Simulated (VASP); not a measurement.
Input of a VASP 6.6.1 run:

Contents of INCAR:

```
  PREC = Accurate
  ENCUT = 520
  EDIFF = 1E-7
  ISMEAR = -1
  SIGMA = 0.05
  LREAL = False
  LASPH = True
  NELM = 100
  ALGO = Normal
  ISIF = 2
  LWAVE = False
  LCHARG = False
  GGA = PS
  NBANDS = 15
```

KPOINTS

```
Automatic mesh
0
Gamma
  6 6 5
```

Contents of POSCAR:

```
GaB
1.0
    2.7182400000      0.0000000000      0.0000000000
    0.0000000000      2.7182400000      0.0000000000
    0.0000000000      0.0000000000      3.2362100000
Ga B
1 1
Direct
    0.5000000000      0.5000000000      0.5000000000
    0.0000000000      0.0000000000      0.0000000000
```

Potentials or basis: VASP PAW PBE potentials, release 64 (Ga_d, B).

Run with:

```console
$ cat potpaw_PBE.64/Ga_d/POTCAR potpaw_PBE.64/B/POTCAR > POTCAR
$ mpirun -np 1 vasp_std > vasp.out
```

Problem. Estimate the band gap on the k mesh.

Solution. Zero (band 8 reaches 10.96 eV, above the bottom of band 9 at 3.63 eV).

Problem. What does it give for the pressure?

Solution. -3.8 GPa.

Stress tensor (GPa, compression positive):
```
-3.01  0.00  0.00
 0.00 -3.01  0.00
 0.00  0.00 -5.50
```

Caveat: the k points lie up to 0.39 Å⁻¹ apart; the PAW data sets were made with another functional, which shifts forces and pressure a little.
